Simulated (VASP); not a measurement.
Here is a VASP 6.6.1 calculation.

File INCAR:

```
PREC = Accurate
ENCUT = 600
EDIFF = 1E-7
ISMEAR = 0
SIGMA = 0.1
LREAL = F
LASPH = T
NELM = 80
ALGO = Normal
ISIF = 3
LWAVE = F
LCHARG = F
GGA = PE
IBRION = 2
NSW = 100
EDIFFG = -0.01
```

The input KPOINTS:

```
regular mesh
0
Gamma
  6 6 6
```

The input POSCAR:

```
SrAgI3
1.0
    6.9536729924      0.0000000000      0.0000000000
   -3.4768364962      6.0220574611      0.0000000000
    0.0000000000      0.0000000000      6.4471114602
Sr Ag I
1 1 3
Direct
    0.0000000000      0.0000000000      0.5000000000
    0.0000000000      0.0000000000      0.0000000000
    0.5000000000      0.0000000000      0.5000000000
    0.0000000000      0.5000000000      0.5000000000
    0.5000000000      0.5000000000      0.5000000000
```

Potentials or basis: VASP PAW PBE potentials, release 64 (Sr_sv, Ag, I).

Launch:

```bash
$ cat potpaw_PBE.64/Sr_sv/POTCAR potpaw_PBE.64/Ag/POTCAR potpaw_PBE.64/I/POTCAR > POTCAR
$ mpirun -np 1 vasp_std > vasp.out
```

**Question.** Estimate the relaxed cell.

**Answer.** a = 6.985 Å, b = 6.985 Å, c = 6.380 Å, α = 90.00°, β = 90.00°, γ = 120.00°.

**Question.** Predict the space group after relaxing (to 0.1 Å).

**Answer.** P6/mmm (No. 191).

Final structure:
```cif
data_structure
_symmetry_space_group_name_H-M 'P 1'
_symmetry_Int_Tables_number 1
_cell_length_a 6.9848
_cell_length_b 6.9848
_cell_length_c 6.3800
_cell_angle_alpha 90.000
_cell_angle_beta 90.000
_cell_angle_gamma 120.000
_cell_volume 269.56
loop_
_atom_site_label
_atom_site_type_symbol
_atom_site_fract_x
_atom_site_fract_y
_atom_site_fract_z
_atom_site_occupancy
Sr1 Sr 0.00000 0.00000 0.50000 1
Ag1 Ag 0.00000 0.00000 0.00000 1
I1 I 0.50000 0.00000 0.50000 1
I2 I 0.00000 0.50000 0.50000 1
I3 I 0.50000 0.50000 0.50000 1
```
